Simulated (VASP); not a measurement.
Ge4MoW, 6 atoms in the cell. Symmetry: Cmmm, No. 65, orthorhombic system. The conventional cell has a = 4.627 Å, b = 8.120 Å, c = 4.626 Å, α = 90.00°, β = 90.00°, γ = 90.00°. Within 3.5 Å of Ge (site symmetry m2m) lie 9 Ge at 2.66 to 3.27 Å and 2 W at 2.67 Å and 3 Mo at 2.67 to 2.73 Å. Within 3.5 Å of Ge (site symmetry m2m) lie 9 Ge at 2.65 to 3.27 Å and 2 Mo at 2.66 Å and 3 W at 2.67 to 2.74 Å. Within 3.5 Å of Mo (site symmetry mmm) lie 10 Ge at 2.66 to 2.73 Å and 4 W at 3.27 Å. Within 3.5 Å of W (site symmetry mmm) lie 10 Ge at 2.67 to 2.74 Å and 4 Mo at 3.27 Å.  This cell differs from its parent crystal: volume scaled by 0.94, then relaxed in part.

- Program: VASP 6.6.1
- Task: single point
- Functional: PBE
- Potentials or basis: VASP PAW PBE potentials, release 64 (Ge_d, Mo_sv, W_sv)
- Cutoff: 520 eV
- k mesh: 10 × 10 × 8
- Occupations: gaussian, width 0.1 eV
- Spin: no spin polarisation
- Dipole correction: no
- Further INCAR settings: ALGO = Normal; EDIFF = 1e-06; NBANDS = 51

Potentials or basis: VASP PAW PBE potentials, release 64 (Ge_d, Mo_sv, W_sv).

Command:

```bash
$ cat potpaw_PBE.64/Ge_d/POTCAR potpaw_PBE.64/Mo_sv/POTCAR potpaw_PBE.64/W_sv/POTCAR > POTCAR
$ mpirun -np 1 vasp_std > vasp.out
```

Hardware: 1 thread of Intel Xeon 8259CL, on a shared host.

How long does it take, and how much memory?

It took 16 min on 1 thread of Intel Xeon 8259CL, on a shared host, peak memory 0.64 GiB. Counts: scf iterations 14, k points 155.
